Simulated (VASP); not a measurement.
# TiAl4Ni3 in VASP: further runs

Runs on TiAl4Ni3. Level: PBE. Tasks: single point, relaxation of cell and atoms.

Program: VASP 6.6.1. These are calculated values, not measurements. Logs are shortened: lines on timing, memory, paths and dates and some standing lists are left out, and cuts for length are marked.

**1. The cell of the first run**

The typed cell holds 8 atoms: a = 2.871 Å, b = 2.871 Å, c = 12.764 Å, α = 90.00°, β = 90.00°, γ = 90.00°.

**2. Single point, PBE**

INCAR

```
PREC     = Accurate       # precision mode
ENCUT    = 520            # plane-wave cutoff, eV
EDIFF    = 1E-6           # SCF threshold, eV
ISMEAR   = 0              # smearing method
SIGMA    = 0.2            # smearing width, eV
LREAL    = F              # projectors in reciprocal space
LASPH    = T              # aspherical terms in the spheres
NELM     = 60             # most SCF steps
ALGO     = Fast           # electronic algorithm
ISIF     = 2              # what is computed and relaxed
LWAVE    = F              # write WAVECAR
LCHARG   = T              # write CHGCAR
GGA      = PE             # functional
LELF     = T              # ELF
LVHAR    = T            
NBANDS   = 37             # bands
```

KPOINTS

```
regular mesh
0
Gamma
  8 8 2
```

POSCAR

```
TiAl4Ni3
1.0
    2.8705608026     -0.0000206741      0.0002062962
   -0.0000169752      2.8710801066      0.0003618094
   -0.0006469174     -0.0012848882     12.7636156326
Ti Al Ni
1 4 3
Direct
    0.4999969862      0.4999972953     -0.0000020914
   -0.0000101544      0.9999957981      0.8440249927
   -0.0000029927      1.0000124883      0.1559776993
    1.0000010569      0.0000042876      0.3853969289
    1.0000027364     -0.0000088300      0.6146029006
    0.4999998640      0.5000101722      0.2713397937
    0.5000024041      0.4999984813      0.4999989207
    0.5000100995      0.4999903070      0.7286608558
```

Potentials or basis: VASP PAW PBE potentials, release 64 (Ti_sv, Al, Ni).

Command:

```bash
> cat potpaw_PBE.64/Ti_sv/POTCAR potpaw_PBE.64/Al/POTCAR potpaw_PBE.64/Ni/POTCAR > POTCAR
> mpirun -np 1 vasp_std > vasp.out
```

OUTCAR:

```text
PREC = Accurate
   ENCUT = 520
   EDIFF = 1E-6
   ISMEAR = 0
   LREAL = F
   LASPH = T
   NELM = 60
   ISIF = 2
   GGA = PE

 ion  position               nearest neighbor table
   1  0.500  0.500  1.000-   2 2.84   3 2.84   2 2.84   2 2.84   3 2.84   2 2.84   3 2.84   3 2.84

   2  1.000  1.000  0.844-   8 2.51   8 2.51   8 2.51   8 2.51   1 2.84   1 2.84   1 2.84   1 2.84
                             5 2.93
   3  1.000  0.000  0.156-   6 2.51   6 2.51   6 2.51   6 2.51   1 2.84   1 2.84   1 2.84   1 2.84
                             4 2.93
   4  0.000  0.000  0.385-   6 2.50   6 2.50   6 2.50   6 2.50   7 2.50   7 2.50   7 2.50   7 2.50
                             5 2.93   3 2.93
   5  0.000  1.000  0.615-   8 2.50   8 2.50   8 2.50   8 2.50   7 2.50   7 2.50   7 2.50   7 2.50
                             4 2.93   2 2.93
   6  0.500  0.500  0.271-   4 2.50   4 2.50   4 2.50   4 2.50   3 2.51   3 2.51   3 2.51   3 2.51
                             7 2.92
   7  0.500  0.500  0.500-   4 2.50   5 2.50   4 2.50   5 2.50   4 2.50   4 2.50   5 2.50   5 2.50
                             6 2.92   8 2.92
   8  0.500  0.500  0.729-   5 2.50   5 2.50   5 2.50   5 2.50   2 2.51   2 2.51   2 2.51   2 2.51
                             7 2.92

  LATTYP: Found a simple monoclinic cell.
 ALAT       =     4.0599798639
 B/A-ratio  =     3.1437633046
 C/A-ratio  =     1.5810509502
 COS(beta)  =    -0.9486788222

  Lattice vectors:

 A1 = (  -2.8705777778,   2.8711007807,   0.0001555132)
 A2 = (  -0.0006469174,  -0.0012848882,  12.7636156326)
 A3 = (   5.7411385804,  -2.8711214548,   0.0000507830)

Analysis of symmetry for initial positions (statically):
=====================================================================
 Subroutine PRICEL returns:
 Original cell was already a primitive cell.

 Routine SETGRP: Setting up the symmetry group for a
 simple monoclinic supercell.

 Subroutine GETGRP returns: Found  1 space group operations
 (whereof  1 operations were pure point group operations)
 out of a pool of  4 trial point group operations.

The static configuration has the point symmetry C_1 .

Analysis of symmetry for dynamics (positions and initial velocities):
=====================================================================
 Subroutine PRICEL returns:
 Original cell was already a primitive cell.

 Routine SETGRP: Setting up the symmetry group for a
 simple monoclinic supercell.

 Subroutine GETGRP returns: Found  1 space group operations
 (whereof  1 operations were pure point group operations)
 out of a pool of  4 trial point group operations.

The dynamic configuration has the point symmetry C_1 .

 Subroutine INISYM returns: Found  1 space group operations
 (whereof  1 operations are pure point group operations),
 and found     1 'primitive' translations

----------------------------------------------------------------------------------------

                                     Primitive cell

  volume of cell :     105.1927

  direct lattice vectors                    reciprocal lattice vectors
     2.870560803 -0.000020674  0.000206296     0.348363984  0.000002057  0.000017657
    -0.000016975  2.871080107  0.000361809     0.000002506  0.348300970  0.000035063
    -0.000646917 -0.001284888 12.763615633    -0.000005631 -0.000009873  0.078347704

  length of vectors
     2.870560810  2.871080129 12.763615714     0.348363984  0.348300972  0.078347705

  position of ions in fractional coordinates (direct lattice)
     0.499996986  0.499997295  0.999997909
     0.999989846  0.999995798  0.844024993
     0.999997007  0.000012488  0.155977699
     0.000001057  0.000004288  0.385396929
     0.000002736  0.999991170  0.614602901
     0.499999864  0.500010172  0.271339794
     0.500002404  0.499998481  0.499998921
     0.500010100  0.499990307  0.728660856

  ion indices of the primitive-cell ions
   primitive index   ion index
                 1           1
                 2           2
                 3           3
                 4           4
                 5           5
                 6           6
                 7           7
                 8           8

----------------------------------------------------------------------------------------

 KPOINTS: regular mesh

Automatic generation of k-mesh.
 Grid dimensions read from file:
 generate k-points for:    8    8    2

 Generating k-lattice:

  Cartesian coordinates                     Fractional coordinates (reciprocal lattice)
     0.043545498  0.000000257  0.000002207     0.125000000 -0.000000000  0.000000000
     0.000000313  0.043537621  0.000004383    -0.000000000  0.125000000  0.000000000
    -0.000002815 -0.000004937  0.039173852     0.000000000 -0.000000000  0.500000000

  Length of vectors
     0.043545498  0.043537622  0.039173853

  Shift w.r.t. Gamma in fractional coordinates (k-lattice)
     0.000000000  0.000000000  0.000000000

 Subroutine IBZKPT returns following result:
[... 62 lines left out ...]
   IVDW    =     0    specifies the selected vdW correction
   LEPSILON=     F    determine dielectric tensor
   LRPA    =     F    only Hartree local field effects (RPA)
 non-spin polarized calculation
 RMM-DIIS sequential band-by-band and
 Gauss-broadening in eV      SIGMA  =   0.20
  energy-cutoff  :      520.00
  volume of cell :      105.19
 maximum number of plane-waves:      2872
 NGX is ok and might be reduce to    24

 number of electron      54.0000006 magnetization

 Free energy of the ion-electron system (eV)
  ---------------------------------------------------
  ext. energy  EPLUGINS =         0.00000000
  ---------------------------------------------------
  free energy    TOTEN  =       -44.07897274 eV

  energy without entropy =      -43.97657496  energy(sigma->0) =      -44.02777385

 E-fermi :   9.3464     XC(G=0): -11.6897

 val. band max:        9.3322366894   @ k =  -0.2500   0.2500   0.5000
 cond. band min:       9.3501622413   @ k =   0.2500   0.3750   0.5000
 fundamental gap:      0.0179255519
 Fermi energy:         9.3464032876

 k-point     1 :       0.0000    0.0000    0.0000
  band No.  band energies     occupation
      1     -47.2942      2.00000
      2     -23.7012      2.00000
      3     -23.2822      2.00000
      4     -23.2817      2.00000
      5      -1.4386      2.00000
      6      -0.5568      2.00000
[... 29 lines left out ...]
     36      16.4893      0.00000
     37      17.3256      0.00000

 k-point     2 :       0.1250    0.0000    0.0000
  band No.  band energies     occupation
      1     -47.2873      2.00000
      2     -23.6937      2.00000
      3     -23.3428      2.00000
      4     -23.2770      2.00000
      5      -1.1503      2.00000
      6      -0.2781      2.00000
[... 29 lines left out ...]
     36      15.7235      0.00000
     37      16.2393      0.00000

 k-point     3 :       0.2500    0.0000    0.0000
  band No.  band energies     occupation
      1     -47.2704      2.00000
      2     -23.6756      2.00000
      3     -23.4886      2.00000
      4     -23.2642      2.00000
      5      -0.2991      2.00000
      6       0.5417      2.00000
[... 29 lines left out ...]
     36      14.6297      0.00000
     37      15.2860      0.00000

 k-point     4 :       0.3750   -0.0000    0.0000
  band No.  band energies     occupation
      1     -47.2534      2.00000
      2     -23.6574      2.00000
      3     -23.6318      2.00000
      4     -23.2515      2.00000
      5       1.0682      2.00000
      6       1.8444      2.00000
[... 29 lines left out ...]
     36      13.6493      0.00000
     37      15.4769      0.00000
[... 683 lines left out ...]
      1     -47.2535      2.00000
      2     -23.6574      2.00000
      3     -23.6318      2.00000
      4     -23.2510      2.00000
      5       1.0673      2.00000
      6       1.8435      2.00000
[... 29 lines left out ...]
     36      13.6452      0.00000
     37      15.4743      0.00000

 k-point    23 :       0.1250    0.3750    0.0000
  band No.  band energies     occupation
      1     -47.2467      2.00000
      2     -23.6506      2.00000
      3     -23.6240      2.00000
      4     -23.3094      2.00000
      5       1.3258      2.00000
      6       2.0880      2.00000
[... 29 lines left out ...]
     36      13.7516      0.00000
     37      15.5504      0.00000

 k-point    24 :       0.2500    0.3750    0.0000
  band No.  band energies     occupation
      1     -47.2303      2.00000
      2     -23.6339      2.00000
      3     -23.6050      2.00000
      4     -23.4486      2.00000
      5       2.0697      2.00000
      6       2.7826      2.00000
[... 29 lines left out ...]
     36      13.4703      0.00000
     37      14.0568      0.00000

 [... further k-points ...]
[... 5 lines left out ...]
  --------------------------------------------------------------------------------------
  -------------------------------------------------------------------------------------
  Total       -0.0352735     -0.0445903     -0.0490052      0.0007890     -0.0018856     -0.0016681
  in kB       -0.5372468     -0.6791492     -0.7463923      0.0120176     -0.0287189     -0.0254064
  external PRESSURE =      -0.6542628 kB  Pullay stress =       0.0000000 kB

 VOLUME and BASIS-vectors are now :
 -----------------------------------------------------------------------------
  energy-cutoff  :      520.00
  volume of cell :      105.19
      direct lattice vectors                 reciprocal lattice vectors
     2.870560803 -0.000020674  0.000206296     0.348363984  0.000002057  0.000017657
    -0.000016975  2.871080107  0.000361809     0.000002506  0.348300970  0.000035063
    -0.000646917 -0.001284888 12.763615633    -0.000005631 -0.000009873  0.078347704

 POSITION                                       TOTAL-FORCE (eV/Angst)
 -----------------------------------------------------------------------------------
      1.43462      1.43424     12.76387        -0.000025      0.000076      0.000423
      2.86997      2.86996     10.77338         0.000204     -0.000066     -0.000549
      2.87045     -0.00019      1.99105         0.000033     -0.000088      0.000067
     -0.00025     -0.00048      4.91906        -0.000001      0.000002     -0.000182
     -0.00041      2.87027      7.84492         0.000045      0.000068      0.000216
      1.43510      1.43521      3.46356        -0.000010     -0.000042     -0.002026
      1.43496      1.43488      6.38208        -0.000014     -0.000009      0.000078
      1.43483      1.43457      9.30063        -0.000232      0.000061      0.001972
 -----------------------------------------------------------------------------------
    total drift:                                0.000013     -0.000015      0.000187

  FREE ENERGIE OF THE ION-ELECTRON SYSTEM (eV)
  ---------------------------------------------------
  free  energy   TOTEN  =       -44.0789727359 eV

  energy  without entropy=      -43.9765749582  energy(sigma->0) =      -44.02777385
```

It took 2.8 min on 1 thread of Intel Xeon 6975P-C (Granite Rapids), shared host; peak memory 0.39 GiB.

Results:

```
Free energy            : -44.0790 eV
Pressure               : -0.1 GPa
Band gap on the k mesh : zero (band 27 reaches 9.98 eV, above the bottom of band 28 at 8.75 eV)
```

Forces in eV/Å, atoms in the order of the input:
```
Ti   0.000  0.000  0.000
Al   0.000  0.000 -0.001
Al   0.000  0.000  0.000
Al   0.000  0.000  0.000
Al   0.000  0.000  0.000
Ni   0.000  0.000 -0.002
Ni   0.000  0.000  0.000
Ni   0.000  0.000  0.002
```

Levels at points of the mesh, in eV from the Fermi level:
| k point | band 25 | band 26 | band 27 | band 28 | band 29 | band 30 |
| --- | --- | --- | --- | --- | --- | --- |
| (0.00, 0.00, 0.00) | -0.71 | -0.39 | -0.29 | 1.32 | 1.83 | 1.83 |
| (0.50, 0.00, 0.00) | -1.50 | -1.08 | -0.62 | -0.59 | -0.38 | 1.48 |
| (0.00, 0.50, 0.00) | -1.50 | -1.08 | -0.62 | -0.60 | -0.38 | 1.48 |
| (0.50, 0.50, 0.00) | 0.26 | 0.26 | 0.37 | 0.37 | 0.38 | 1.67 |
| (0.00, 0.00, 0.50) | -0.71 | -0.71 | 0.34 | 1.30 | 1.83 | 1.83 |
| (0.50, 0.00, 0.50) | -1.50 | -0.81 | -0.80 | -0.57 | -0.38 | 1.67 |
| (0.00, 0.50, 0.50) | -1.50 | -0.82 | -0.80 | -0.57 | -0.38 | 1.67 |
| (0.50, 0.50, 0.50) | -0.65 | -0.65 | 0.34 | 1.34 | 1.34 | 1.66 |

Spin polarisation is off, so any magnetic state and its effect on volume and gap are missing.

**3. Relaxation of cell and atoms, PBE**

This run uses another cell than the first one, of the same volume but with other edges.

INCAR

```
SYSTEM = TiAl4Ni3
PREC = Accurate
ENCUT = 600
EDIFF = 1E-6
ISMEAR = 0
SIGMA = 0.1
LREAL = .FALSE.
LASPH = .TRUE.
NELM = 100
ALGO = Fast
ISIF = 3
LWAVE = .FALSE.
LCHARG = .FALSE.
GGA = PE
IBRION = 2
NSW = 90
EDIFFG = -0.04
```

KPOINTS

```
Automatic mesh
0
G
  6 6 2
  0 0 0
```

POSCAR

```
TiAl4Ni3
1.0
    2.8313211582      0.0000000000      0.0000000000
    0.0000000000      2.8313211582      0.0000000000
    0.0000000000      0.0000000000     13.1262926898
Ti Al Ni
1 4 3
Direct
    0.5000000000      0.5000000000      0.0000000000
    0.0000000000      0.0000000000      0.8452007450
    0.0000000000      0.0000000000      0.1547992550
    0.0000000000      0.0000000000      0.3849847461
    0.0000000000      0.0000000000      0.6150152539
    0.5000000000      0.5000000000      0.2702537133
    0.5000000000      0.5000000000      0.5000000000
    0.5000000000      0.5000000000      0.7297462867
```

Potentials or basis: VASP PAW PBE potentials, release 64 (Ti_sv, Al, Ni).

Command:

```bash
> cat potpaw_PBE.64/Ti_sv/POTCAR potpaw_PBE.64/Al/POTCAR potpaw_PBE.64/Ni/POTCAR > POTCAR
> mpirun -np 1 vasp_std > vasp.out
```

It took 4 min on 1 thread of Intel Xeon 6975P-C (Granite Rapids), shared host; peak memory 0.3 GiB.

The run converged. Its results:

```yaml
Free_energy: -44.0510 eV
Relaxed_volume: 13.13 Å³/atom
Relaxed_cell: a = 2.865 Å, b = 2.865 Å, c = 12.790 Å, α = 90.00°, β = 90.00°, γ = 90.00°
Space_group_after_relaxing_to_0.05_Å: P4/mmm (No. 123)
Energy_gained_by_relaxing: 3.4 meV/atom
Ionic_steps: 7
Pressure_after_relaxing: 0.0 GPa
Largest_force_after_relaxing: 0.020 eV/Å
Band_gap_on_the_k_mesh: zero (band 27 reaches 10.10 eV, above the bottom of band 28 at 8.75 eV)
```

Forces on the atoms (eV/Å):
```
Ti   0.000  0.000  0.000
Al   0.000  0.000 -0.020
Al   0.000  0.000  0.020
Al   0.000  0.000  0.008
Al   0.000  0.000 -0.008
Ni   0.000  0.000 -0.016
Ni   0.000  0.000  0.000
Ni   0.000  0.000  0.016
```

Step by step:
| step | energy change (eV) | largest force (eV/Å) | pressure (GPa) | volume (Å³) |
| --- | --- | --- | --- | --- |
| 1 | 0.0000 | 0.0771 | -0.27 | 105.23 |
| 2 | -0.0143 | 0.0303 | 0.22 | 104.88 |
| 3 | -0.0237 | 0.0705 | 1.04 | 104.27 |
| 4 | -0.0236 | 0.0654 | -0.99 | 105.71 |
| 5 | -0.0267 | 0.0554 | 0.06 | 104.98 |
| 6 | -0.0267 | 0.0552 | -0.01 | 105.00 |
| 7 | -0.0273 | 0.0200 | 0.00 | 105.01 |

Final structure:
```cif
data_structure
_symmetry_space_group_name_H-M 'P 1'
_symmetry_Int_Tables_number 1
_cell_length_a 2.8653
_cell_length_b 2.8653
_cell_length_c 12.7903
_cell_angle_alpha 90.000
_cell_angle_beta 90.000
_cell_angle_gamma 90.000
_cell_volume 105.01
loop_
_atom_site_label
_atom_site_type_symbol
_atom_site_fract_x
_atom_site_fract_y
_atom_site_fract_z
_atom_site_occupancy
Ti1 Ti 0.50000 0.50000 0.00000 1
Al1 Al 0.00000 0.00000 0.84572 1
Al2 Al 0.00000 0.00000 0.15428 1
Al3 Al 0.00000 0.00000 0.38445 1
Al4 Al 0.00000 0.00000 0.61555 1
Ni1 Ni 0.50000 0.50000 0.27027 1
Ni2 Ni 0.50000 0.50000 0.50000 1
Ni3 Ni 0.50000 0.50000 0.72973 1
```

Levels at points of the mesh, in eV from the Fermi level:
| k point | band 23 | band 24 | band 25 | band 26 | band 27 | band 28 | band 29 | band 30 | band 31 | band 32 |
| --- | --- | --- | --- | --- | --- | --- | --- | --- | --- | --- |
| (0.00, 0.00, 0.00) | -1.50 | -1.49 | -0.79 | -0.53 | -0.40 | 1.21 | 1.75 | 1.75 | 3.11 | 3.37 |
| (0.50, 0.00, 0.00) | -1.91 | -1.79 | -1.61 | -1.18 | -0.71 | -0.71 | -0.46 | 1.38 | 1.60 | 2.19 |
| (0.50, 0.50, 0.00) | -1.01 | -1.01 | 0.17 | 0.17 | 0.27 | 0.27 | 0.30 | 1.60 | 1.72 | 2.17 |
| (0.00, 0.00, 0.50) | -1.50 | -1.49 | -0.84 | -0.79 | 0.23 | 1.17 | 1.75 | 1.75 | 2.96 | 3.11 |
| (0.50, 0.00, 0.50) | -1.91 | -1.79 | -1.60 | -0.91 | -0.91 | -0.67 | -0.46 | 1.60 | 1.99 | 2.00 |
| (0.50, 0.50, 0.50) | -1.01 | -1.01 | -0.75 | -0.75 | 0.25 | 1.26 | 1.26 | 1.59 | 1.75 | 2.01 |

Caveat: the k points lie up to 0.37 Å⁻¹ apart in the final cell. Spin polarisation is off, so any magnetic state and its effect on volume and gap are missing.

**4. Single point, PBE**

INCAR

```
PREC = Accurate
ENCUT = 520
EDIFF = 1E-6
ISMEAR = 0
SIGMA = 0.1
LREAL = F
LASPH = T
NELM = 60
ALGO = Fast
ISIF = 2
LWAVE = F
LCHARG = T
GGA = PE
LELF = T
LVHAR = T
NBANDS = 37
```

KPOINTS

```
regular mesh
0
Gamma
  14 14 4
```

POSCAR

```
TiAl4Ni3
1.0
    2.8798628376      0.0000000000      0.0000000000
    0.0000000000      2.8798628376      0.0000000000
    0.0000000000      0.0000000000     12.6675640126
Ti Al Ni
1 4 3
Direct
    0.5000000000      0.5000000000      0.0000000000
    0.0000000000      0.0000000000      0.8442968872
    0.0000000000      0.0000000000      0.1557031128
    0.0000000000      0.0000000000      0.3853711100
    0.0000000000      0.0000000000      0.6146288900
    0.5000000000      0.5000000000      0.2709767176
    0.5000000000      0.5000000000      0.5000000000
    0.5000000000      0.5000000000      0.7290232824
```

Command:

```bash
> cat potpaw_PBE.64/Ti_sv/POTCAR potpaw_PBE.64/Al/POTCAR potpaw_PBE.64/Ni/POTCAR > POTCAR
> mpirun -np 1 vasp_std > vasp.out
```

Run time: 4.6 min. Hardware: 1 thread of Intel Xeon 6975P-C (Granite Rapids), shared host; peak memory 0.49 GiB.

Results (log left out):

```
Free energy            : -44.0523 eV
Pressure               : -0.1 GPa
Band gap on the k mesh : zero (band 27 reaches 10.07 eV, above the bottom of band 28 at 8.75 eV)
```

Levels at points of the mesh, in eV from the Fermi level:
```
           k point  band 24  band 25  band 26  band 27  band 28  band 29  band 30  band 31
(0.00, 0.00, 0.00)    -1.41    -0.71    -0.35    -0.21     1.42     1.79     1.79     3.13
(0.50, 0.00, 0.00)    -1.72    -1.51    -1.08    -0.64    -0.62    -0.39     1.52     1.64
(0.50, 0.50, 0.00)    -0.93     0.25     0.25     0.34     0.34     0.35     1.60     1.74
(0.00, 0.00, 0.50)    -1.41    -0.71    -0.67     0.40     1.44     1.79     1.79     3.13
(0.50, 0.00, 0.50)    -1.72    -1.51    -0.83    -0.81    -0.60    -0.39     1.64     2.13
(0.50, 0.50, 0.50)    -0.93    -0.66    -0.66     0.31     1.33     1.33     1.59     1.80
```

**5. The runs side by side**

| task | cell | k mesh | cutoff (eV) | smearing | gap on the mesh (eV) | pressure (GPa) |
| --- | --- | --- | --- | --- | --- | --- |
| single point | a = 2.871, b = 2.871, c = 12.764 Å, 8 atoms | 8 × 8 × 2 | 520 | gaussian 0.2 eV | none | -0.1 |
| relaxation of cell and atoms | relaxed from a = 2.831, b = 2.831, c = 13.126 Å, 8 atoms | 6 × 6 × 2 | 600 | gaussian 0.1 eV | none | 0.0 |
| single point | a = 2.880, b = 2.880, c = 12.668 Å, 8 atoms | 14 × 14 × 4 | 520 | gaussian 0.1 eV | none | -0.1 |

Alike in all rows: level PBE; potentials or basis VASP PAW PBE potentials, release 64 (Ti_sv, Al, Ni); no spin polarisation.

Caveats: some runs use coarse meshes.

Absolute energies hang on the potentials; compare differences alone.
